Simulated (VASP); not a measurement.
ZnO (zincite): single point with PBEsol

**The experiment to reproduce.**

From “Electronic structure of alkaline earth and post-transition metal oxides”, 2009, arxiv:0908.1581, for a bulk crystal of ZnO: band gap 3.37 eV.

ZnO (zincite):

```
Zn O
1.0
     3.24931    0.00000    0.00000
    -1.62465    2.81398    0.00000
     0.00000    0.00000    5.20571
Zn O
2 2
Direct
  0.33333 0.66667 0.50000
  0.66667 0.33333 0.00000
  0.66667 0.33333 0.37901
  0.33333 0.66667 0.87901
```

```
Program                : VASP 6.6.1
Task                   : single point
Functional             : PBEsol
Potentials or basis    : VASP PAW PBE potentials, release 64 (Zn, O)
Cutoff                 : 520 eV
k mesh                 : 10 × 10 × 6
Occupations            : fermi-dirac, width 0.1 eV
Spin                   : no spin polarisation
Dipole correction      : no
Further INCAR settings : ALGO = Normal; EDIFF = 1e-06; NBANDS = 26
```

```yaml
Pressure: -0.5 GPa
Largest_force: 0.065 eV/Å
Band_gap_on_the_k_mesh: 0.69 eV, direct
```

Forces in eV/Å, atoms in the order of the input:
```
Zn   0.000  0.000 -0.065
Zn   0.000  0.000 -0.065
O    0.000  0.000  0.065
O    0.000  0.000  0.065
```

Stress tensor (GPa, compression positive):
```
-1.08  0.00  0.00
 0.00 -1.08  0.00
 0.00  0.00  0.65
```

Levels at points of the mesh, in eV from the valence-band top:
```csv
k point,band 15,band 16,band 17,band 18,band 19,band 20,band 21,band 22
"(0.00, 0.00, 0.00)",-0.82,-0.07,0.00,0.00,0.69,5.10,8.14,12.72
"(0.50, 0.00, 0.00)",-2.85,-2.30,-1.30,-0.83,5.68,6.70,7.47,8.41
"(0.00, 0.00, 0.50)",-0.40,-0.40,-0.40,-0.40,3.37,3.37,9.98,9.98
"(0.50, 0.00, 0.50)",-1.52,-1.52,-1.37,-1.37,5.58,5.58,8.34,8.34
```

Wall time 43 s on 1 thread of Intel(R) Xeon(R) Platinum 8259CL CPU @ 2.50GHz (Skylake/Cascade Lake), on a shared host, peak memory 0.19 GiB.

Against the measured gap of ZnO, 3.37 eV (quoted in “Electronic structure of alkaline earth and post-transition metal oxides”, 2009, arxiv:0908.1581), the calculated 0.69 eV is off by -2.68 eV. So large a miss can be the level of theory's own, or it may mean another phase, state or a wrong row. The value is that of PBEsol, without temperature or zero-point motion. Semilocal functionals fall short of measured gaps as a rule.

Caveat: the PAW data sets were made with another functional, which shifts forces and pressure a little.
